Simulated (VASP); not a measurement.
# CaSe (Pm-3m) in VASP: further runs

CaSe is run at these levels: PBE, r2SCAN; tasks: single point.

Everything below comes from runs of VASP 6.6.1. Logs are shortened: lines on timing, memory, paths and dates and some standing lists are left out, and cuts for length are marked.

## (1) The cell of the first run

The structure is cubic, space group Pm-3m (No. 221). Conventional cell: a = 3.635 Å, b = 3.635 Å, c = 3.635 Å, α = 90.00°, β = 90.00°, γ = 90.00°. Within 4.1 Å of Ca (site symmetry m-3m) lie 8 Se at 3.15 Å and 6 Ca at 3.63 Å. Within 4.1 Å of Se (site symmetry m-3m) lie 8 Ca at 3.15 Å and 6 Se at 3.63 Å.

## (2) Single point, PBE

INCAR

```
SYSTEM = CaSe
  ALGO = Normal
  EDIFF = 1E-6
  ENCUT = 520
  GGA = PE
  ISIF = 2
  ISMEAR = 0
  LASPH = .True.
  LCHARG = .True.
  LELF = .True.
  LREAL = .False.
  LVHAR = .True.
  LWAVE = .False.
  NBANDS = 15
  NELM = 60
  PREC = Accurate
  SIGMA = 0.01
```

KPOINTS

```
k-points
0
Gamma
  4 4 4
  0 0 0
```

POSCAR

```
CaSe
1.0
    3.6347849166      0.0000000000      0.0000000000
    0.0000000000      3.6347849166      0.0000000000
    0.0000000000      0.0000000000      3.6347849166
Ca Se
1 1
Direct
    0.0000000000      0.0000000000      0.0000000000
    0.5000000000      0.5000000000      0.5000000000
```

Potentials or basis: VASP PAW PBE potentials, release 64 (Ca_sv, Se).

Launch:

```bash
cat potpaw_PBE.64/Ca_sv/POTCAR potpaw_PBE.64/Se/POTCAR > POTCAR
mpirun -np 1 vasp_std > vasp.out
```

OUTCAR:

```text
SYSTEM = CaSe
   EDIFF = 1E-6
   ENCUT = 520
   GGA = PE
   ISIF = 2
   ISMEAR = 0
   LASPH = .True.
   LREAL = .False.
   NELM = 60
   PREC = Accurate

 ion  position               nearest neighbor table
   1  0.000  0.000  0.000-
   2  0.500  0.500  0.500-

  LATTYP: Found a simple cubic cell.
 ALAT       =     3.6347849166

  Lattice vectors:

 A1 = (   3.6347849166,   0.0000000000,   0.0000000000)
 A2 = (   0.0000000000,   3.6347849166,   0.0000000000)
 A3 = (   0.0000000000,   0.0000000000,   3.6347849166)

Analysis of symmetry for initial positions (statically):
=====================================================================
 Subroutine PRICEL returns:
 Original cell was already a primitive cell.

 Routine SETGRP: Setting up the symmetry group for a
 simple cubic supercell.

 Subroutine GETGRP returns: Found 48 space group operations
 (whereof 48 operations were pure point group operations)
 out of a pool of 48 trial point group operations.

The static configuration has the point symmetry O_h .

Analysis of symmetry for dynamics (positions and initial velocities):
=====================================================================
 Subroutine PRICEL returns:
 Original cell was already a primitive cell.

 Routine SETGRP: Setting up the symmetry group for a
 simple cubic supercell.

 Subroutine GETGRP returns: Found 48 space group operations
 (whereof 48 operations were pure point group operations)
 out of a pool of 48 trial point group operations.

The dynamic configuration has the point symmetry O_h .

 Subroutine INISYM returns: Found 48 space group operations
 (whereof 48 operations are pure point group operations),
 and found     1 'primitive' translations

----------------------------------------------------------------------------------------

                                     Primitive cell

  volume of cell :      48.0215

  direct lattice vectors                    reciprocal lattice vectors
     3.634784917  0.000000000  0.000000000     0.275119443  0.000000000  0.000000000
     0.000000000  3.634784917  0.000000000     0.000000000  0.275119443  0.000000000
     0.000000000  0.000000000  3.634784917     0.000000000  0.000000000  0.275119443

  length of vectors
     3.634784917  3.634784917  3.634784917     0.275119443  0.275119443  0.275119443

  position of ions in fractional coordinates (direct lattice)
     0.000000000  0.000000000  0.000000000
     0.500000000  0.500000000  0.500000000

  ion indices of the primitive-cell ions
   primitive index   ion index
                 1           1
                 2           2

----------------------------------------------------------------------------------------

 KPOINTS: k-points

Automatic generation of k-mesh.
 Grid dimensions read from file:
 generate k-points for:    4    4    4

 Generating k-lattice:

  Cartesian coordinates                     Fractional coordinates (reciprocal lattice)
     0.068779861  0.000000000  0.000000000     0.250000000  0.000000000  0.000000000
     0.000000000  0.068779861  0.000000000     0.000000000  0.250000000  0.000000000
     0.000000000  0.000000000  0.068779861     0.000000000  0.000000000  0.250000000

  Length of vectors
     0.068779861  0.068779861  0.068779861

  Shift w.r.t. Gamma in fractional coordinates (k-lattice)
     0.000000000  0.000000000  0.000000000

 Subroutine IBZKPT returns following result:
 ===========================================

 Found     10 irreducible k-points:

 Following reciprocal coordinates:
            Coordinates               Weight
  0.000000  0.000000  0.000000      1.000000
  0.250000  0.000000  0.000000      6.000000
  0.500000  0.000000  0.000000      3.000000
  0.250000  0.250000  0.000000     12.000000
  0.500000  0.250000  0.000000     12.000000
  0.500000  0.500000  0.000000      3.000000
  0.250000  0.250000  0.250000      8.000000
  0.500000  0.250000  0.250000     12.000000
  0.500000  0.500000  0.250000      6.000000
  0.500000  0.500000  0.500000      1.000000
   k-points           NKPTS =     10   k-points in BZ     NKDIM =     10   number of bands    NBANDS=     15
   number of dos      NEDOS =    301   number of ions     NIONS =      2
   total plane-waves  NPLWV =  21952
   dimension x,y,z NGX =    28 NGY =   28 NGZ =   28
   dimension x,y,z NGXF=    56 NGYF=   56 NGZF=   56
   ions per type =               1   1
   NGX,Y,Z   is equivalent  to a cutoff of  12.81, 12.81, 12.81 a.u.
   NGXF,Y,Z  is equivalent  to a cutoff of  25.61, 25.61, 25.61 a.u.
 SYSTEM =  CaSe
   PREC   = accura    normal or accurate (medium, high low for compatibility)
   ISTART =      0    job   : 0-new  1-cont  2-samecut
   ICHARG =      2    charge: 1-file 2-atom 10-const
   ISPIN  =      1    spin polarized calculation?
   LNONCOLLINEAR =      F non collinear calculations
   LSORBIT =      F    spin-orbit coupling
   LASPH  =      T    aspherical Exc in radial PAW
   ENCUT  =  520.0 eV  38.22 Ry    6.18 a.u.   6.76  6.76  6.76*2*pi/ulx,y,z
   NELM   =     60;   NELMIN=  2; NELMDL= -5     # of ELM steps
   EDIFF  = 0.1E-05   stopping-criterion for ELM
   LREAL  =      F    real-space projection
   EDIFFG = 0.1E-04   stopping-criterion for IOM
   NSW    =      0    number of steps for IOM
   IBRION =     -1    ionic relax: 0-MD 1-quasi-New 2-CG
   NFREE  =      0    steps in history (QN), initial steepest desc. (CG)
   ISIF   =      2    stress and relaxation
   ISYM   =      2    0-nonsym 1-usesym 2-fastsym
   POTIM  = 0.5000    time-step for ionic-motion
   TEBEG  =    0.0;   TEEND  =   0.0 temperature during run
   PSTRESS=    0.0 pullay stress
   NELECT =      16.0000    total number of electrons
   NUPDOWN=      -1.0000    fix difference up-down
   EMIN   =  10.00;   EMAX   =-10.00  energy-range for DOS
   EFERMI =   0.00;   METHOD = LEGACY
   ISMEAR =     0;   SIGMA  =   0.01  broadening in eV -4-tet -1-fermi 0-gaus
   EFERMI_NEDOS =   21; number of points for ismear=-14 and -15
   IALGO  =     38    algorithm
   IMIX   =      4    mixing-type and parameters
     AMIX     =   0.40;   BMIX     =  1.00
     AMIX_MAG =   1.60;   BMIX_MAG =  1.00
  volume/ion in A,a.u.               =      24.01       162.03
  Fermi-wavevector in a.u.,A,eV,Ry     =   1.134931  2.144709 17.525233  1.288068
  Thomas-Fermi vector in A             =   2.271635
   LORBIT       =      0    0 simple, 1 ext, 2 COOP (PROOUT), +10 PAW based schemes
   GGA     = PE    functional components
   LHFCALC =     F    Hartree Fock is set to
   AEXX    =    0.0000 exact exchange contribution
   IVDW    =     0    specifies the selected vdW correction
   LEPSILON=     F    determine dielectric tensor
   LRPA    =     F    only Hartree local field effects (RPA)
 non-spin polarized calculation
 Gauss-broadening in eV      SIGMA  =   0.01
  energy-cutoff  :      520.00
  volume of cell :       48.02
 maximum number of plane-waves:      1328
 NGX is ok and might be reduce to    28
   NGX = 13   NGY = 13   NGZ = 13

 number of electron      16.0000007 magnetization

 Free energy of the ion-electron system (eV)
  ---------------------------------------------------
  ext. energy  EPLUGINS =         0.00000000
  ---------------------------------------------------
  free energy    TOTEN  =        -8.72872890 eV

  energy without entropy =       -8.72872890  energy(sigma->0) =       -8.72872890

 E-fermi :   4.3714     XC(G=0):  -9.5724

 val. band max:        4.2838095800   @ k =   0.5000   0.5000   0.0000
 cond. band min:       5.0141672627   @ k =   0.5000   0.5000   0.0000
 fundamental gap:      0.7303576828
 Fermi energy:         4.3714033777

 k-point     1 :       0.0000    0.0000    0.0000
  band No.  band energies     occupation
      1     -37.0849      2.00000
      2     -18.0227      2.00000
      3     -18.0227      2.00000
      4     -18.0227      2.00000
      5      -8.7504      2.00000
      6       3.4139      2.00000
      7       3.4139      2.00000
      8       3.4139      2.00000
      9       5.3347      0.00000
     10       5.3347      0.00000
     11       6.3527      0.00000
     12       8.6173      0.00000
     13       8.6173      0.00000
     14       8.6173      0.00000
     15      13.3787      0.00000

 k-point     2 :       0.2500    0.0000    0.0000
  band No.  band energies     occupation
      1     -37.0786      2.00000
      2     -18.1152      2.00000
      3     -18.0140      2.00000
      4     -18.0140      2.00000
      5      -8.4081      2.00000
      6       0.8500      2.00000
      7       3.3241      2.00000
      8       3.3241      2.00000
      9       5.7284      0.00000
     10       6.7119      0.00000
     11       8.5440      0.00000
     12       8.7382      0.00000
     13       8.9410      0.00000
     14       8.9410      0.00000
     15      12.0080      0.00000

 k-point     3 :       0.5000    0.0000    0.0000
  band No.  band energies     occupation
      1     -37.0722      2.00000
      2     -18.2055      2.00000
      3     -18.0054      2.00000
      4     -18.0054      2.00000
      5      -8.0073      2.00000
      6      -0.6453      2.00000
      7       3.2273      2.00000
      8       3.2273      2.00000
      9       6.2575      0.00000
     10       8.8667      0.00000
     11       8.9006      0.00000
     12       9.0430      0.00000
     13       9.5455      0.00000
     14       9.5455      0.00000
     15      10.7150      0.00000

 k-point     4 :       0.2500    0.2500    0.0000
  band No.  band energies     occupation
      1     -37.0724      2.00000
      2     -18.1071      2.00000
      3     -18.0943      2.00000
      4     -18.0061      2.00000
      5      -8.1520      2.00000
      6       0.9689      2.00000
      7       1.5873      2.00000
      8       3.4926      2.00000
      9       6.2745      0.00000
     10       7.5067      0.00000
     11       7.8598      0.00000
     12       7.9744      0.00000
     13       9.2132      0.00000
     14      10.5210      0.00000
     15      12.3870      0.00000

 k-point     5 :       0.5000    0.2500    0.0000
  band No.  band energies     occupation
      1     -37.0661      2.00000
      2     -18.1856      2.00000
      3     -18.0862      2.00000
      4     -17.9981      2.00000
      5      -7.8614      2.00000
      6      -0.0686      2.00000
      7       1.7750      2.00000
      8       3.6580      2.00000
      9       6.0705      0.00000
     10       7.7240      0.00000
     11       7.9996      0.00000
     12       8.5446      0.00000
     13       8.8800      0.00000
     14      10.4374      0.00000
     15      11.5350      0.00000

 k-point     6 :       0.5000    0.5000    0.0000
  band No.  band energies     occupation
      1     -37.0600      2.00000
      2     -18.1656      2.00000
      3     -18.1656      2.00000
      4     -17.9909      2.00000
      5      -7.7001      2.00000
      6       0.7161      2.00000
      7       0.7161      2.00000
      8       4.2838      2.00000
      9       5.0142      0.00000
     10       7.1846      0.00000
     11       7.4130      0.00000
     12       7.4130      0.00000
     13       9.5945      0.00000
     14      10.4468      0.00000
     15      13.4202      0.00000

 k-point     7 :       0.2500    0.2500    0.2500
  band No.  band energies     occupation
      1     -37.0663      2.00000
      2     -18.0980      2.00000
      3     -18.0835      2.00000
      4     -18.0835      2.00000
      5      -7.9224      2.00000
      6       1.4234      2.00000
      7       1.6087      2.00000
      8       1.6087      2.00000
      9       7.0495      0.00000
     10       7.0495      0.00000
     11       7.9219      0.00000
     12       9.0393      0.00000
     13       9.0393      0.00000
     14       9.7253      0.00000
     15      13.3106      0.00000

 k-point     8 :       0.5000    0.2500    0.2500
  band No.  band energies     occupation
      1     -37.0602      2.00000
      2     -18.1691      2.00000
      3     -18.0792      2.00000
      4     -18.0726      2.00000
      5      -7.6621      2.00000
      6       0.2717      2.00000
      7       1.6220      2.00000
      8       2.1490      2.00000
      9       6.7845      0.00000
     10       6.8354      0.00000
     11       7.5086      0.00000
     12       9.3741      0.00000
     13       9.7817      0.00000
     14      10.8583      0.00000
     15      11.2425      0.00000

 k-point     9 :       0.5000    0.5000    0.2500
  band No.  band energies     occupation
      1     -37.0542      2.00000
      2     -18.1525      2.00000
      3     -18.1525      2.00000
      4     -18.0657      2.00000
      5      -7.4373      2.00000
      6       0.6473      2.00000
      7       0.6473      2.00000
      8       1.9778      2.00000
      9       6.1121      0.00000
     10       7.6243      0.00000
     11       7.6243      0.00000
     12       9.1938      0.00000
     13       9.6294      0.00000
     14      10.3952      0.00000
     15      11.5309      0.00000

 k-point    10 :       0.5000    0.5000    0.5000
  band No.  band energies     occupation
      1     -37.0483      2.00000
      2     -18.1394      2.00000
      3     -18.1394      2.00000
      4     -18.1394      2.00000
      5      -7.1313      2.00000
      6       0.5735      2.00000
      7       0.5735      2.00000
      8       0.5735      2.00000
      9       8.1109      0.00000
     10       8.1109      0.00000
     11       8.1109      0.00000
     12       9.6647      0.00000
     13       9.6647      0.00000
     14      10.0287      0.00000
     15      10.0287      0.00000

------------------------ aborting loop because EDIFF is reached ----------------------------------------

  FORCE on cell =-STRESS in cart. coord.  units (eV):
  Direction    XX          YY          ZZ          XY          YZ          ZX
  --------------------------------------------------------------------------------------
  -------------------------------------------------------------------------------------
  Total        0.3541546      0.3541546      0.3541546      0.0000000      0.0000000      0.0000000
  in kB       11.8159126     11.8159126     11.8159126      0.0000000      0.0000000      0.0000000
  external PRESSURE =      11.8159126 kB  Pullay stress =       0.0000000 kB

 VOLUME and BASIS-vectors are now :
 -----------------------------------------------------------------------------
  energy-cutoff  :      520.00
  volume of cell :       48.02
      direct lattice vectors                 reciprocal lattice vectors
     3.634784917  0.000000000  0.000000000     0.275119443  0.000000000  0.000000000
     0.000000000  3.634784917  0.000000000     0.000000000  0.275119443  0.000000000
     0.000000000  0.000000000  3.634784917     0.000000000  0.000000000  0.275119443

 POSITION                                       TOTAL-FORCE (eV/Angst)
 -----------------------------------------------------------------------------------
      0.00000      0.00000      0.00000         0.000000      0.000000      0.000000
      1.81739      1.81739      1.81739         0.000000      0.000000      0.000000
 -----------------------------------------------------------------------------------
    total drift:                               -0.000000      0.000000      0.000000

  FREE ENERGIE OF THE ION-ELECTRON SYSTEM (eV)
  ---------------------------------------------------
  free  energy   TOTEN  =        -8.7287289008 eV

  energy  without entropy=       -8.7287289008  energy(sigma->0) =       -8.72872890
```

It took 8.9 s on 1 thread of Intel Xeon 6975P-C, shared host; peak memory 0.15 GiB.

Results:

| Quantity | Value |
| --- | --- |
| Free energy | -8.7287 eV |
| Pressure | 1.2 GPa |
| Band gap on the k mesh | 0.73 eV, direct |

Levels at points of the mesh, in eV from the valence-band top:
| k point | band 5 | band 6 | band 7 | band 8 | band 9 | band 10 | band 11 | band 12 |
| --- | --- | --- | --- | --- | --- | --- | --- | --- |
| (0.00, 0.00, 0.00) | -13.03 | -0.87 | -0.87 | -0.87 | 1.05 | 1.05 | 2.07 | 4.33 |
| (0.50, 0.00, 0.00) | -12.29 | -4.93 | -1.06 | -1.06 | 1.97 | 4.58 | 4.62 | 4.76 |
| (0.50, 0.50, 0.00) | -11.98 | -3.57 | -3.57 | 0.00 | 0.73 | 2.90 | 3.13 | 3.13 |
| (0.50, 0.50, 0.50) | -11.42 | -3.71 | -3.71 | -3.71 | 3.83 | 3.83 | 3.83 | 5.38 |

Caveat: the k points lie up to 0.43 Å⁻¹ apart. A k mesh can miss the band edges.

## (3) Single point, PBE

INCAR

```
PREC = Accurate
ENCUT = 520
EDIFF = 1E-6
ISMEAR = 0
SIGMA = 0.01
LREAL = False
LASPH = True
NELM = 80
ALGO = Normal
ISIF = 2
LWAVE = False
LCHARG = False
GGA = PE
NBANDS = 15
```

KPOINTS

```
Automatic mesh
0
Gamma
  4 4 4
```

POSCAR is that of step 2.

Potentials or basis: VASP PAW PBE potentials, release 64 (Ca_sv, Se).

Launch:

```bash
cat potpaw_PBE.64/Ca_sv/POTCAR potpaw_PBE.64/Se/POTCAR > POTCAR
mpirun -np 1 vasp_std > vasp.out
```

Run time: 8.5 s. Hardware: 1 thread of Intel Xeon 6975P-C, shared host; peak memory 0.15 GiB.

Results (log left out):

```
Free energy            : -8.7287 eV
Pressure               : 1.2 GPa
Band gap on the k mesh : 0.73 eV, direct
```

Levels at points of the mesh, in eV from the valence-band top:
```tsv
k point	band 6	band 7	band 8	band 9	band 10	band 11
(0.00, 0.00, 0.00)	-0.87	-0.87	-0.87	1.05	1.05	2.07
(0.50, 0.00, 0.00)	-4.93	-1.06	-1.06	1.97	4.58	4.62
(0.50, 0.50, 0.00)	-3.57	-3.57	0.00	0.73	2.90	3.13
(0.50, 0.50, 0.50)	-3.71	-3.71	-3.71	3.83	3.83	3.83
```

Caveat: the k points lie up to 0.43 Å⁻¹ apart. A k mesh can miss the band edges.

(Part 1 of 2 ends here.)
